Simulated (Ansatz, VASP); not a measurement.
# InSe: VASP beside Ansatz

INCAR

```
  PREC = Accurate
  ENCUT = 520
  EDIFF = 1E-6
  ISMEAR = 0
  SIGMA = 0.03
  LREAL = False
  LASPH = True
  NELM = 60
  ALGO = Normal
  ISIF = 2
  LWAVE = False
  LCHARG = False
  GGA = PE
  IVDW = 12
  NBANDS = 48
```

KPOINTS

```
regular mesh
0
Gamma
  12 12 2
```

The input POSCAR:

```
InSe
1.0
    4.0922480583      0.0000000000      0.0000000000
   -2.0461240292      3.5439907771      0.0000000000
    0.0000000000      0.0000000000     16.7623717135
In Se
4 4
Direct
    0.3333333333      0.6666666667      0.1666581949
    0.6666666667      0.3333333333      0.6666581949
    0.3333333333      0.6666666667      0.3333418051
    0.6666666667      0.3333333333      0.8333418051
    0.3333333333      0.6666666667      0.5898711344
    0.6666666667      0.3333333333      0.0898711344
    0.3333333333      0.6666666667      0.9101288656
    0.6666666667      0.3333333333      0.4101288656
```

Input for Ansatz:

```yaml
crystal:
  lattice:
    - [4.0922480583, 0.0, 0.0]
    - [-2.0461240292, 3.5439907771, 0.0]
    - [0.0, 0.0, 16.7623717135]
  atoms:
    - { symbol: In, position: [0.3333333333, 0.6666666667, 0.1666581949] }
    - { symbol: In, position: [0.6666666667, 0.3333333333, 0.6666581949] }
    - { symbol: In, position: [0.3333333333, 0.6666666667, 0.3333418051] }
    - { symbol: In, position: [0.6666666667, 0.3333333333, 0.8333418051] }
    - { symbol: Se, position: [0.3333333333, 0.6666666667, 0.5898711344] }
    - { symbol: Se, position: [0.6666666667, 0.3333333333, 0.0898711344] }
    - { symbol: Se, position: [0.3333333333, 0.6666666667, 0.9101288656] }
    - { symbol: Se, position: [0.6666666667, 0.3333333333, 0.4101288656] }
basis:
  ecutwfc: 420
kpoints:
  mp_grid: { grid: [12, 12, 2] }
hamiltonian:
  xc: pbe
  dispersion: d3bj
scf:
  occupations: { method: gaussian, width: 0.03 }
output:
  forces: true
  stress: true
  eigenvalues: true
  write_density: true
  write_potential: true
  elf: true
  volumetric_format: npy
```

Change from the starting cell: strain +0.0150 x Voigt [1, 1, 0, 0, 0, 0], atoms carried along.

Alike in both runs: task single point; functional PBE; dispersion D3(BJ); k mesh 12 × 12 × 2; occupations gaussian, width 0.03 eV; no spin polarisation.

|  | VASP | Ansatz |
| --- | --- | --- |
| version | VASP 6.6.1 | Ansatz 0.2.0 |
| potentials or method | VASP PAW PBE potentials, release 64 (In_d, Se), cutoff 520 eV | scalar-relativistic, plane waves, PAW |
| valence electrons in the cell | 76 | 116 |

VASP gave:

- gap on the k mesh at the Fermi level (eV): 0.19
- least direct gap on the mesh (eV): 0.19
- pressure (GPa): -1.3
- traceless stress, the component that is largest in VASP (GPa): 0.65
- rms of the force components (eV/Å): 0.112

**Question.** Estimate Ansatz's values.

**Answer.** gap on the k mesh at the Fermi level (eV): 0.20; least direct gap on the mesh (eV): 0.20; pressure (GPa): -1.4; traceless stress, the component that is largest in VASP (GPa): 0.65; rms of the force components (eV/Å): 0.120.

Atom by atom the forces differ by 0.008 eV/Å (rms over components). VASP's potentials hold 76 valence electrons a cell and Ansatz's 116, so a difference there can come from the potentials and not from the codes.
